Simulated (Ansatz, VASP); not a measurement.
## LiSc12 in VASP and in Ansatz

```
CELL_PARAMETERS angstrom
6.62000 0.00000 0.00000
-4.96500 8.59963 0.00000
0.00000 0.00000 5.27614
ATOMIC_POSITIONS crystal
Sc 0.99380 0.98583 0.02808
Sc 0.15522 0.21529 0.52075
Sc 0.01232 0.34600 0.01907
Sc 0.16959 0.55559 0.51443
Sc 0.93933 0.63450 0.00060
Sc 0.16975 0.89289 0.52770
Sc 0.55176 0.05402 0.01123
Sc 0.67677 0.23364 0.51398
Sc 0.48775 0.32725 0.01212
Sc 0.65816 0.54912 0.50243
Sc 0.51187 0.63802 0.00165
Sc 0.67100 0.88835 0.52524
Li 0.33748 0.78907 0.06719
```

Alike in both runs: functional PBE; dispersion D3(BJ); k mesh 3 × 2 × 3; occupations gaussian, width 0.1 eV; no spin polarisation.

Ansatz relaxed the structure, and its values are those at the end. VASP's run is a single point on that final structure, the one shown.

```csv
,VASP,Ansatz
version,VASP 6.6.1,Ansatz 0.2.0
potentials or method,"VASP PAW PBE potentials, release 64 (Sc_sv, Li_sv), cutoff 520 eV","scalar-relativistic, plane waves, PAW"
valence electrons in the cell,135,135
```

|  | VASP | Ansatz | Ansatz less VASP |
| --- | --- | --- | --- |
| rms of the force components (eV/Å) | 0.003 | 0.003 | -0.0002 |

The k mesh is coarse, so the values compare programs but aren't converged. Noted on VASP's run: the cutoff is under 1.25 times that of the potentials, so the pressure is a little rough.
